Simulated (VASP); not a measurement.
# AlFe (Pm-3m) in VASP: a run that goes wrong, beside a sound one

Two runs on AlFe: the first has a flaw, the second is sound.

Everything below comes from runs of VASP 6.6.1. Logs are shortened: lines on timing, memory, paths and dates and some standing lists are left out, and cuts for length are marked.

## Step 1: The cell of the first run

It takes space group Pm-3m (No. 221, cubic). The conventional cell has a = 2.910 Å, b = 2.910 Å, c = 2.910 Å, α = 90.00°, β = 90.00°, γ = 90.00°. Fe (site symmetry m-3m) has 8 Al at 2.52 Å and 6 Fe at 2.91 Å within 3.3 Å. Al (site symmetry m-3m) has 8 Fe at 2.52 Å and 6 Al at 2.91 Å within 3.3 Å.

## Step 2: A run with an altered input

POSCAR

```
AlFe
1.0
    2.9100000000      0.0000000000      0.0000000000
    0.0000000000      2.9100000000      0.0000000000
    0.0000000000      0.0000000000      2.9100000000
Fe Al
1 1
Direct
    0.5000000000      0.5000000000      0.5000000000
    0.0000000000      0.0000000000      0.0000000000
```

INCAR.step1

```
ALGO     = Normal         # electronic algorithm
EDIFF    = 1E-6           # SCF threshold, eV
ENCUT    = 310            # plane-wave cutoff, eV
GGA      = AM             # functional
GGA_COMPAT= F            
ISMEAR   = 1              # smearing method
ISPIN    = 2              # spin polarisation
LASPH    = T              # aspherical terms in the spheres
LCHARG   = T              # write CHGCAR
LMAXMIX  = 4              # l up to which the mixer works
LORBIT   = 11             # projections on sites
LREAL    = F              # projectors in reciprocal space
LWAVE    = F              # write WAVECAR
MAGMOM   = 3 0            # initial moments
NBANDS   = 28             # bands
NELM     = 200            # most SCF steps
PREC     = Accurate       # precision mode
SIGMA    = 0.1            # smearing width, eV
```

KPOINTS.step1

```
k-points
0
Gamma
  10 10 10
```

INCAR.step2

```
ALGO     = Normal         # electronic algorithm
EDIFF    = 1E-6           # SCF threshold, eV
EMAX     = 15.5818      
EMIN     = -9.4182      
ENCUT    = 310            # plane-wave cutoff, eV
GGA      = AM             # functional
GGA_COMPAT= F            
ICHARG   = 11             # starting density
ISMEAR   = -5             # smearing method
ISPIN    = 2              # spin polarisation
LASPH    = T              # aspherical terms in the spheres
LCHARG   = F              # write CHGCAR
LMAXMIX  = 4              # l up to which the mixer works
LORBIT   = 11             # projections on sites
LREAL    = F              # projectors in reciprocal space
LWAVE    = F              # write WAVECAR
MAGMOM   = 3 0            # initial moments
NBANDS   = 28             # bands
NEDOS    = 2001           # points of the DOS
NELM     = 75             # most SCF steps
PREC     = Accurate       # precision mode
```

KPOINTS.step2

```
Automatic mesh
0
Gamma
  1 1 1
  0 0 0
```

Potentials or basis: VASP PAW PBE potentials, release 64 (Fe, Al).

Started as:

```console
> cat potpaw_PBE.64/Fe/POTCAR potpaw_PBE.64/Al/POTCAR > POTCAR
> cp INCAR.step1 INCAR
> cp KPOINTS.step1 KPOINTS
> mpirun -np 1 vasp_std > vasp.out
> cp INCAR.step2 INCAR
> cp KPOINTS.step2 KPOINTS
> mpirun -np 1 vasp_std > vasp.out
```

OUTCAR:

```text
EDIFF = 1E-6
   EMIN = -9.4182
   ENCUT = 310
   GGA = AM
   ICHARG = 11
   ISMEAR = -5
   ISPIN = 2
   LASPH = T
   LORBIT = 11
   LREAL = F
   NELM = 75
   PREC = Accurate

|       ---->  I REFUSE TO CONTINUE WITH THIS SICK JOB ... BYE!!! <----       |
|                                                                             |
 -----------------------------------------------------------------------------
```

On the terminal:

```text
POSCAR found type information on POSCAR FeAl
 POSCAR found :  2 types and       2 ions
[... 25 lines left out ...]

1
```

OUTCAR.step1:

```text
EDIFF = 1E-6
   ENCUT = 310
   GGA = AM
   ISMEAR = 1
   ISPIN = 2
   LASPH = T
   LORBIT = 11
   LREAL = F
[... 372 lines left out ...]

  energy  without entropy=      -13.3661928649  energy(sigma->0) =      -13.36592403

 total charge

# of ion       s       p       d       tot
------------------------------------------
    1        0.418   0.474   6.442   7.335
    2        0.394   0.424   0.000   0.818
--------------------------------------------------
tot          0.812   0.899   6.442   8.152

 magnetization (x)

# of ion       s       p       d       tot
------------------------------------------
    1       -0.002   0.005   0.812   0.815
    2       -0.008  -0.017   0.000  -0.025
--------------------------------------------------
tot         -0.010  -0.012   0.812   0.790
```

OSZICAR.step1:

```text
N       E                     dE             d eps       ncg     rms          rms(c)
DAV:   1     0.288111329736E+02    0.28811E+02   -0.25894E+03  6764   0.258E+02
DAV:   2    -0.130633852358E+02   -0.41875E+02   -0.36212E+02  7024   0.774E+01
DAV:   3    -0.149451965426E+02   -0.18818E+01   -0.18308E+01  7620   0.170E+01
DAV:   4    -0.149600473337E+02   -0.14851E-01   -0.14841E-01  7528   0.142E+00
DAV:   5    -0.149602233561E+02   -0.17602E-03   -0.17601E-03  7516   0.158E-01    0.143E+01
DAV:   6    -0.167782311619E+02   -0.18180E+01   -0.38815E+01  7396   0.394E+01    0.179E+01
DAV:   7    -0.134254961608E+02    0.33527E+01   -0.24154E+01  7368   0.249E+01    0.327E+00
DAV:   8    -0.133816596781E+02    0.43836E-01   -0.13812E-01  8076   0.174E+00    0.159E+00
DAV:   9    -0.133696957304E+02    0.11964E-01   -0.78308E-03  8692   0.484E-01    0.107E+00
DAV:  10    -0.133658301503E+02    0.38656E-02   -0.11991E-03  7804   0.203E-01    0.229E-01
DAV:  11    -0.133658038728E+02    0.26277E-04   -0.46792E-04  8836   0.113E-01    0.108E-01
DAV:  12    -0.133657897978E+02    0.14075E-04   -0.27494E-05  8604   0.240E-02    0.634E-02
DAV:  13    -0.133657896101E+02    0.18774E-06   -0.50336E-06  8548   0.918E-03
   1 F= -.13365790E+02 E0= -.13365924E+02  d E =0.403255E-03  mag=     0.7715
```

Run time: 27 s. Hardware: 1 thread of Intel Xeon Platinum 8488C (Sapphire Rapids), shared host; peak memory 0.13 GiB.

The program refused the input. The fault, put in on purpose: tetrahedra on too few k points (KPAR = left out; k = 1 × 1 × 1).

## Step 3: Single point, AM05, collinear spin, ferromagnetic start

POSCAR is that of step 2.

INCAR.step1 is that of step 2.

KPOINTS.step1 is that of step 2.

INCAR.step2: that of step 2 with these lines changed.

```diff
@@ -19,3 +19,3 @@
 NEDOS    = 2001           # points of the DOS
-NELM     = 75             # most SCF steps
+NELM     = 200            # most SCF steps
 PREC     = Accurate       # precision mode
```

KPOINTS.step2

```
Automatic mesh
0
Gamma
  12 12 12
  0 0 0
```

Potentials or basis: VASP PAW PBE potentials, release 64 (Fe, Al).

Started as:

```console
> cat potpaw_PBE.64/Fe/POTCAR potpaw_PBE.64/Al/POTCAR > POTCAR
> cp INCAR.step1 INCAR
> cp KPOINTS.step1 KPOINTS
> mpirun -np 1 vasp_std > vasp.out
> cp INCAR.step2 INCAR
> cp KPOINTS.step2 KPOINTS
> mpirun -np 1 vasp_std > vasp.out
```

It took 38 s on 1 thread of Intel Xeon Platinum 8488C (Sapphire Rapids), shared host; peak memory 0.15 GiB.

Results (log left out):

- Net moment: 0.77 μB per cell
- Site moments: Fe +0.81; Al -0.03 μB
- Valence electrons inside the program's atomic spheres: Fe 7.33; Al 0.82
- Density of states at the Fermi level: 1.29 states/eV/atom

Levels at points of the mesh, in eV from the Fermi level:
Spin up:
| k point | band 3 | band 4 | band 5 | band 6 | band 7 | band 8 | band 9 | band 10 |
| --- | --- | --- | --- | --- | --- | --- | --- | --- |
| (0.00, 0.00, 0.00) | -2.52 | -0.41 | -0.41 | -0.41 | 6.10 | 6.10 | 6.10 | 9.03 |
| (0.50, 0.00, 0.00) | -1.94 | -1.31 | -1.31 | -0.29 | 0.68 | 8.56 | 10.76 | 10.76 |
| (0.50, 0.50, 0.00) | -2.14 | -2.14 | -1.08 | -1.08 | 0.25 | 2.99 | 3.77 | 12.38 |
| (0.50, 0.50, 0.50) | -3.53 | 0.29 | 0.29 | 2.85 | 2.85 | 2.85 | 3.96 | 5.64 |
Spin down:
| k point | band 3 | band 4 | band 5 | band 6 | band 7 | band 8 |
| --- | --- | --- | --- | --- | --- | --- |
| (0.00, 0.00, 0.00) | -2.02 | 0.44 | 0.44 | 0.44 | 6.14 | 6.14 |
| (0.50, 0.00, 0.00) | -1.36 | -0.58 | -0.58 | 0.56 | 1.35 | 8.51 |
| (0.50, 0.50, 0.00) | -2.12 | -2.12 | -0.31 | -0.31 | 0.98 | 3.41 |
| (0.50, 0.50, 0.50) | -3.10 | 1.02 | 1.02 | 2.93 | 2.93 | 2.93 |
